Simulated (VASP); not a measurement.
**SiC: single point with PBE**

The system is SiC.

```
CELL_PARAMETERS angstrom
3.07569 0.00000 0.00000
-1.53785 2.66363 0.00000
0.00000 0.00000 10.07065
ATOMIC_POSITIONS crystal
Si 0.65574 0.36320 0.93784
Si 0.33333 0.66667 0.43784
Si 0.00000 0.00000 0.68789
Si 0.00000 0.00000 0.18789
C 0.66667 0.33333 0.74980
C 0.33333 0.66667 0.24980
C 0.00000 0.00000 0.50046
C 0.00000 0.00000 0.00046
```

This cell differs from its parent crystal: atom 1 (Si) moved -0.113 Å along Cartesian [1 -1 0].

| Property | Result |
| --- | --- |
| Program | VASP 6.6.1 |
| Task | single point |
| Functional | PBE |
| Potentials or basis | VASP PAW PBE potentials, release 64 (Si, C) |
| Cutoff | 520 eV |
| k mesh | 12 × 12 × 4 |
| Occupations | gaussian, width 0.05 eV |
| Spin | no spin polarisation |

```
Pressure               : 4.2 GPa
Largest force          : 2.050 eV/Å
Band gap on the k mesh : 2.01 eV (least direct gap 3.27 eV)
```

Forces in eV/Å, atoms in the order of the input:
```
Si   1.258 -1.605 -0.216
Si   0.007 -0.007 -0.005
Si  -0.019  0.025 -0.005
Si  -0.029  0.028 -0.005
C   -0.168  0.168  0.039
C    0.009 -0.009  0.004
C   -0.019  0.018 -0.004
C   -1.041  1.382  0.192
```

Stress tensor (GPa, compression positive):
```
 3.16  1.02 -0.43
 1.02  5.60  0.82
-0.43  0.82  3.89
```

Levels at points of the mesh, in eV from the valence-band top:
| k point | band 14 | band 15 | band 16 | band 17 | band 18 | band 19 |
| --- | --- | --- | --- | --- | --- | --- |
| (0.00, 0.00, 0.00) | -0.29 | -0.24 | 0.00 | 4.90 | 5.46 | 6.11 |
| (0.50, 0.00, 0.00) | -2.40 | -1.79 | -1.25 | 2.03 | 2.15 | 4.02 |
| (0.00, 0.50, 0.00) | -2.41 | -1.81 | -1.23 | 2.04 | 2.17 | 4.04 |
| (0.50, 0.50, 0.00) | -2.43 | -1.71 | -1.38 | 2.01 | 2.14 | 4.02 |
| (0.00, 0.00, 0.50) | -0.40 | -0.40 | -0.12 | 5.07 | 5.13 | 6.54 |
| (0.50, 0.00, 0.50) | -2.69 | -1.74 | -1.66 | 2.43 | 2.45 | 4.00 |
| (0.00, 0.50, 0.50) | -2.68 | -1.74 | -1.62 | 2.45 | 2.48 | 4.00 |
| (0.50, 0.50, 0.50) | -2.58 | -1.88 | -1.75 | 2.38 | 2.45 | 3.99 |

Run time: 4.1 min on 1 thread of AMD EPYC 9R45 96-Core Processor (Zen 5) (shared host), peak memory 0.51 GiB.

Caveat: the cell differs from its parent crystal (atom 1 (Si) moved -0.113 Å along Cartesian [1 -1 0]); the cell stands under pressure; forces of over 1 eV/Å act on the atoms, so gaps and moduli don't describe the material at rest. A k mesh can miss the band edges.
